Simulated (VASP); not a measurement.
# Ge2Sb2Te5 (Cm) in VASP: single point with PBEsol

Aim: the single point of Ge2Sb2Te5 with PBEsol.

All numbers are computed with VASP 6.6.1; they aren't measurements. Logs are shortened: lines on timing, memory, paths and dates and some standing lists are left out, and cuts for length are marked.

## Step 1: The cell of the first run

It takes space group Cm (No. 8, monoclinic). Conventional cell: a = 7.278 Å, b = 4.202 Å, c = 17.149 Å, α = 90.00°, β = 94.06°, γ = 90.00°. Ge (site symmetry m) has 6 Te at 2.81 to 3.17 Å within 3.7 Å. Ge (site symmetry m) has 6 Te at 2.81 to 3.17 Å within 3.7 Å. Sb (site symmetry m) has 1 Te at 2.13 Å within 2.8 Å. Sb (site symmetry m) has 6 Te at 2.99 to 3.14 Å within 3.9 Å. Within 4.5 Å of Te (site symmetry m) lie 6 Sb at 3.14 Å and 11 Te at 4.20 to 4.46 Å. Within 3.9 Å of Te (site symmetry m) lie 3 Sb at 2.99 Å and 3 Ge at 3.17 Å. Te (site symmetry m) has 1 Sb at 2.13 Å within 2.8 Å. Within 3.7 Å of Te (site symmetry m) lie 3 Ge at 2.81 Å and 3 Te at 3.64 Å.

## Step 2: Single point, PBEsol (the part above a cut slid along it)

The input, INCAR:

```
SYSTEM = Ge2Sb2Te5
PREC     = Accurate       ! precision mode
ENCUT    = 520            ! plane-wave cutoff, eV
EDIFF    = 1E-7           ! SCF threshold, eV
ISMEAR   = 0              ! smearing method
SIGMA    = 0.15           ! smearing width, eV
LREAL    = .False.        ! projectors in reciprocal space
LASPH    = .True.         ! aspherical terms in the spheres
NELM     = 100            ! most SCF steps
ALGO     = Normal         ! electronic algorithm
ISIF     = 2              ! what is computed and relaxed
LWAVE    = .False.        ! write WAVECAR
LCHARG   = .False.        ! write CHGCAR
GGA      = PS             ! functional
NBANDS   = 44             ! bands
```

The input, KPOINTS:

```
Automatic mesh
0
Gamma
  11 11 3
  0 0 0
```

The input, POSCAR:

```
Ge2Sb2Te5
1.0
   -4.2017346381      0.0000000000      0.0000000000
   -2.1008673191     -3.6388089366      0.0000000000
   -5.2519582109     -3.0322194868     17.1060817248
Ge Sb Te
2 2 5
Direct
    0.8580826799      0.8580826799      0.1703075964
   -0.4117271999     -0.4117271999      0.4940924036
   -0.4573800996     -0.4573800996      0.9488940753
    0.0704355796      0.0704355796      0.7155059247
   -0.6934722600     -0.6934722600      0.8322000000
   -0.1776947788     -0.1776947788      0.6132582649
    0.6240502588      0.6240502588      0.0511417351
    0.1226066180      0.1226066180      0.2528821737
    0.3237488620      0.3237488620      0.4115178263
```

Potentials or basis: VASP PAW PBE potentials, release 64 (Ge_d, Sb, Te).

Launch:

```
$ cat potpaw_PBE.64/Ge_d/POTCAR potpaw_PBE.64/Sb/POTCAR potpaw_PBE.64/Te/POTCAR > POTCAR
$ mpirun -np 1 vasp_std > vasp.out
```

OUTCAR:

```text
SYSTEM = Ge2Sb2Te5
   PREC = Accurate
   ENCUT = 520
   EDIFF = 1E-7
   ISMEAR = 0
   LREAL = .False.
   LASPH = .True.
   NELM = 100
   ISIF = 2
   GGA = PS

 ion  position               nearest neighbor table
   1  0.858  0.858  0.170-   8 2.81   8 2.81   8 2.81   7 3.17   7 3.17   7 3.17
   2  0.588  0.588  0.494-   9 2.81   9 2.81   9 2.81   6 3.17   6 3.17   6 3.17
   3  0.543  0.543  0.949-   7 2.13   5 3.14   5 3.14   5 3.14   7 3.65   7 3.65
   4  0.070  0.070  0.716-   6 2.99   6 2.99   6 2.99   5 3.14   5 3.14   5 3.14
   5  0.307  0.307  0.832-   3 3.14   4 3.14   3 3.14   4 3.14   3 3.14   4 3.14
   6  0.822  0.822  0.613-   4 2.99   4 2.99   4 2.99   2 3.17   2 3.17   2 3.17
   7  0.624  0.624  0.051-   3 2.13   1 3.17   1 3.17   1 3.17   3 3.65   3 3.65
   8  0.123  0.123  0.253-   1 2.81   1 2.81   1 2.81   9 3.64   9 3.64   9 3.64
   9  0.324  0.324  0.412-   2 2.81   2 2.81   2 2.81   8 3.64   8 3.64   8 3.64

  LATTYP: Found a base centered monoclinic cell.
 ALAT       =     7.2776178732
 B/A-ratio  =     0.5773502692
 C/A-ratio  =     2.3564094654
 COS(beta)  =    -0.0707432229

  Lattice vectors:

 A1 = (  -4.2017346381,  -0.0000000000,   0.0000000000)
 A2 = (  -2.1008673191,  -3.6388089366,   0.0000000000)
 A3 = (   1.0506437463,   0.6065894498,  17.1060817248)

Analysis of symmetry for initial positions (statically):
=====================================================================
 Subroutine PRICEL returns:
 Original cell was already a primitive cell.

 Routine SETGRP: Setting up the symmetry group for a
 base centered monoclinic supercell.

 Subroutine GETGRP returns: Found  2 space group operations
 (whereof  2 operations were pure point group operations)
 out of a pool of  4 trial point group operations.

The static configuration has the point symmetry C_1h.

Analysis of symmetry for dynamics (positions and initial velocities):
=====================================================================
 Subroutine PRICEL returns:
 Original cell was already a primitive cell.

 Routine SETGRP: Setting up the symmetry group for a
 base centered monoclinic supercell.

 Subroutine GETGRP returns: Found  2 space group operations
 (whereof  2 operations were pure point group operations)
 out of a pool of  4 trial point group operations.

The dynamic configuration has the point symmetry C_1h.

 Subroutine INISYM returns: Found  2 space group operations
 (whereof  2 operations are pure point group operations),
 and found     1 'primitive' translations

----------------------------------------------------------------------------------------

                                     Primitive cell

  volume of cell :     261.5402

  direct lattice vectors                    reciprocal lattice vectors
    -4.201734638  0.000000000  0.000000000    -0.237996943  0.137407599 -0.048713669
    -2.100867319 -3.638808937  0.000000000     0.000000000 -0.274815198 -0.048713669
    -5.251958211 -3.032219487 17.106081725     0.000000000  0.000000000  0.058458741

  length of vectors
     4.201734638  4.201734638 18.149254862     0.279099292  0.279099292  0.058458741

  position of ions in fractional coordinates (direct lattice)
     0.858082680  0.858082680  0.170307596
     0.588272800  0.588272800  0.494092404
     0.542619900  0.542619900  0.948894075
     0.070435580  0.070435580  0.715505925
     0.306527740  0.306527740  0.832200000
     0.822305221  0.822305221  0.613258265
     0.624050259  0.624050259  0.051141735
     0.122606618  0.122606618  0.252882174
     0.323748862  0.323748862  0.411517826

  ion indices of the primitive-cell ions
   primitive index   ion index
                 1           1
                 2           2
                 3           3
                 4           4
                 5           5
                 6           6
                 7           7
                 8           8
                 9           9

----------------------------------------------------------------------------------------

 KPOINTS: Automatic mesh

Automatic generation of k-mesh.
 Grid dimensions read from file:
 generate k-points for:   11   11    3

 Generating k-lattice:

  Cartesian coordinates                     Fractional coordinates (reciprocal lattice)
    -0.021636086  0.012491600 -0.004428515     0.090909091  0.000000000  0.000000000
     0.000000000 -0.024983200 -0.004428515     0.000000000  0.090909091  0.000000000
     0.000000000  0.000000000  0.019486247     0.000000000  0.000000000  0.333333333

  Length of vectors
     0.025372663  0.025372663  0.019486247

  Shift w.r.t. Gamma in fractional coordinates (k-lattice)
     0.000000000  0.000000000  0.000000000

 Subroutine IBZKPT returns following result:
 ===========================================

 Found    102 irreducible k-points:

 Following reciprocal coordinates:
            Coordinates               Weight
  0.000000  0.000000  0.000000      1.000000
  0.090909  0.000000 -0.000000      4.000000
  0.181818  0.000000  0.000000      4.000000
  0.272727  0.000000 -0.000000      4.000000
  0.363636  0.000000 -0.000000      4.000000
  0.454545  0.000000 -0.000000      4.000000
[... 16 lines left out ...]
 -0.272727  0.181818  0.000000      4.000000
 -0.181818  0.181818 -0.000000      2.000000
 [... further k-points ...]
   k-points           NKPTS =    102   k-points in BZ     NKDIM =    102   number of bands    NBANDS=     44
   number of dos      NEDOS =    301   number of ions     NIONS =      9
   total plane-waves  NPLWV = 143360
   dimension x,y,z NGX =    32 NGY =   32 NGZ =  140
   dimension x,y,z NGXF=    64 NGYF=   64 NGZF=  280
   ions per type =               2   2   5
   NGX,Y,Z   is equivalent  to a cutoff of  12.66, 12.66, 12.82 a.u.
   NGXF,Y,Z  is equivalent  to a cutoff of  25.32, 25.32, 25.65 a.u.
 SYSTEM =  Ge2Sb2Te5
   PREC   = accura    normal or accurate (medium, high low for compatibility)
   ISTART =      0    job   : 0-new  1-cont  2-samecut
   ICHARG =      2    charge: 1-file 2-atom 10-const
   ISPIN  =      1    spin polarized calculation?
   LNONCOLLINEAR =      F non collinear calculations
   LSORBIT =      F    spin-orbit coupling
   LASPH  =      T    aspherical Exc in radial PAW
   ENCUT  =  520.0 eV  38.22 Ry    6.18 a.u.   7.81  7.81 33.75*2*pi/ulx,y,z
   NELM   =    100;   NELMIN=  2; NELMDL= -5     # of ELM steps
   EDIFF  = 0.1E-06   stopping-criterion for ELM
   LREAL  =      F    real-space projection
   EDIFFG = 0.1E-05   stopping-criterion for IOM
   NSW    =      0    number of steps for IOM
   IBRION =     -1    ionic relax: 0-MD 1-quasi-New 2-CG
   NFREE  =      0    steps in history (QN), initial steepest desc. (CG)
   ISIF   =      2    stress and relaxation
   ISYM   =      2    0-nonsym 1-usesym 2-fastsym
   POTIM  = 0.5000    time-step for ionic-motion
   TEBEG  =    0.0;   TEEND  =   0.0 temperature during run
   PSTRESS=    0.0 pullay stress
   NELECT =      68.0000    total number of electrons
   NUPDOWN=      -1.0000    fix difference up-down
   EMIN   =  10.00;   EMAX   =-10.00  energy-range for DOS
   EFERMI =   0.00;   METHOD = LEGACY
   ISMEAR =     0;   SIGMA  =   0.15  broadening in eV -4-tet -1-fermi 0-gaus
   EFERMI_NEDOS =   21; number of points for ismear=-14 and -15
   IALGO  =     38    algorithm
   IMIX   =      4    mixing-type and parameters
     AMIX     =   0.40;   BMIX     =  1.00
     AMIX_MAG =   1.60;   BMIX_MAG =  1.00
  volume/ion in A,a.u.               =      29.06       196.11
  Fermi-wavevector in a.u.,A,eV,Ry     =   1.044877  1.974530 14.854393  1.091767
  Thomas-Fermi vector in A             =   2.179648
   LORBIT       =      0    0 simple, 1 ext, 2 COOP (PROOUT), +10 PAW based schemes
   GGA     = PS    functional components
   LHFCALC =     F    Hartree Fock is set to
   AEXX    =    0.0000 exact exchange contribution
   IVDW    =     0    specifies the selected vdW correction
   LEPSILON=     F    determine dielectric tensor
   LRPA    =     F    only Hartree local field effects (RPA)
 non-spin polarized calculation
 Gauss-broadening in eV      SIGMA  =   0.15
  energy-cutoff  :      520.00
  volume of cell :      261.54
 maximum number of plane-waves:      7066
   NGX = 15   NGY = 15   NGZ = 67

 number of electron      67.9999990 magnetization

 Free energy of the ion-electron system (eV)
  ---------------------------------------------------
  ext. energy  EPLUGINS =         0.00000000
  ---------------------------------------------------
  free energy    TOTEN  =       -33.30495265 eV

  energy without entropy =      -33.27762428  energy(sigma->0) =      -33.29128846

 E-fermi :   6.4813     XC(G=0):  -9.7237

 val. band max:        6.4782698431   @ k =  -0.3636   0.0909   0.0000
 cond. band min:       6.4912162877   @ k =   0.1818   0.0000   0.0000
 fundamental gap:      0.0129464446
 Fermi energy:         6.4813276596

 k-point     1 :       0.0000    0.0000    0.0000
  band No.  band energies     occupation
      1     -18.2072      2.00000
      2     -18.2071      2.00000
      3     -18.1971      2.00000
      4     -18.1969      2.00000
      5     -18.1964      2.00000
      6     -18.1134      2.00000
[... 36 lines left out ...]
     43       8.8015      0.00000
     44       8.8913      0.00000

 k-point     2 :       0.0909    0.0000   -0.0000
  band No.  band energies     occupation
      1     -18.2074      2.00000
      2     -18.2070      2.00000
      3     -18.1972      2.00000
      4     -18.1967      2.00000
      5     -18.1964      2.00000
      6     -18.1134      2.00000
[... 36 lines left out ...]
     43       8.8194      0.00000
     44       9.0815      0.00000

 k-point     3 :       0.1818    0.0000    0.0000
  band No.  band energies     occupation
      1     -18.2081      2.00000
      2     -18.2066      2.00000
      3     -18.1973      2.00000
      4     -18.1963      2.00000
      5     -18.1961      2.00000
      6     -18.1136      2.00000
[... 976 lines left out ...]
     43      10.2799      0.00000
     44      10.3990      0.00000

 k-point    24 :      -0.1818    0.1818   -0.0000
  band No.  band energies     occupation
      1     -18.2092      2.00000
      2     -18.2062      2.00000
      3     -18.1975      2.00000
      4     -18.1960      2.00000
      5     -18.1952      2.00000
      6     -18.1139      2.00000
[... 36 lines left out ...]
     43       9.9684      0.00000
     44      10.4175      0.00000

 [... further k-points ...]
[... 5 lines left out ...]
  --------------------------------------------------------------------------------------
  -------------------------------------------------------------------------------------
  Total        9.3996861      1.9707952     24.7387491      6.4336082     -9.5211821    -16.4911724
  in kB       57.5818373     12.0729574    151.5478926     39.4118461    -58.3261133   -101.0237994
  external PRESSURE =      73.7342291 kB  Pullay stress =       0.0000000 kB

 VOLUME and BASIS-vectors are now :
 -----------------------------------------------------------------------------
  energy-cutoff  :      520.00
  volume of cell :      261.54
      direct lattice vectors                 reciprocal lattice vectors
    -4.201734638  0.000000000  0.000000000    -0.237996943  0.137407599 -0.048713669
    -2.100867319 -3.638808937  0.000000000     0.000000000 -0.274815198 -0.048713669
    -5.251958211 -3.032219487 17.106081725     0.000000000  0.000000000  0.058458741

 POSITION                                       TOTAL-FORCE (eV/Angst)
 -----------------------------------------------------------------------------------
     -6.30260     -3.63881      2.91330        -0.097596     -0.056347      0.187694
     -6.30260     -3.63881      8.45199         0.016675      0.009627      0.075004
     -8.40347     -4.85175     16.23186         7.642223      4.412240    -12.858198
     -4.20173     -2.42587     12.23950        -0.256804     -0.148266      0.405621
     -6.30260     -3.63881     14.23568         0.646476      0.373243     -0.753821
     -8.40347     -4.85175     10.49045         0.119619      0.069062     -0.215238
     -4.20173     -2.42587      0.87483        -8.176769     -4.720860     13.162087
     -2.10087     -1.21294      4.32582         0.055079      0.031800      0.029934
     -4.20173     -2.42587      7.03946         0.051096      0.029500     -0.033081
 -----------------------------------------------------------------------------------
    total drift:                                0.000250      0.000144      0.000666

  FREE ENERGIE OF THE ION-ELECTRON SYSTEM (eV)
  ---------------------------------------------------
  free  energy   TOTEN  =       -33.3049526456 eV

  energy  without entropy=      -33.2776242773  energy(sigma->0) =      -33.29128846
```

Wall time 22 min (1 thread of Intel Xeon Platinum 8488C (Sapphire Rapids), shared host); peak memory 1.1 GiB.

Results:

| Quantity | Value |
| --- | --- |
| Free energy | -33.3050 eV |
| Pressure | 7.4 GPa |
| Largest force | 16.198 eV/Å |
| Band gap on the k mesh | zero (bands 34 and 35 overlap by 0.39 eV) |

Forces on the atoms (eV/Å):
```
Ge   -0.098  -0.056   0.188
Ge    0.017   0.010   0.075
Sb    7.642   4.412 -12.858
Sb   -0.257  -0.148   0.406
Te    0.646   0.373  -0.754
Te    0.120   0.069  -0.215
Te   -8.177  -4.721  13.162
Te    0.055   0.032   0.030
Te    0.051   0.029  -0.033
```

Levels at points of the mesh, in eV from the Fermi level:
```tsv
k point	band 31	band 32	band 33	band 34	band 35	band 36	band 37	band 38
(0.00, 0.00, 0.00)	-1.17	-1.10	-0.61	-0.08	0.50	0.74	0.86	1.21
```

Caveat: the cell differs from its parent crystal (the part above a cut slid along it); the stress differs along the axes, from 1 to 15 GPa; the PAW data sets were made with another functional, which shifts forces and pressure a little; spin-orbit coupling is left out, which moves the levels of the heavy elements.
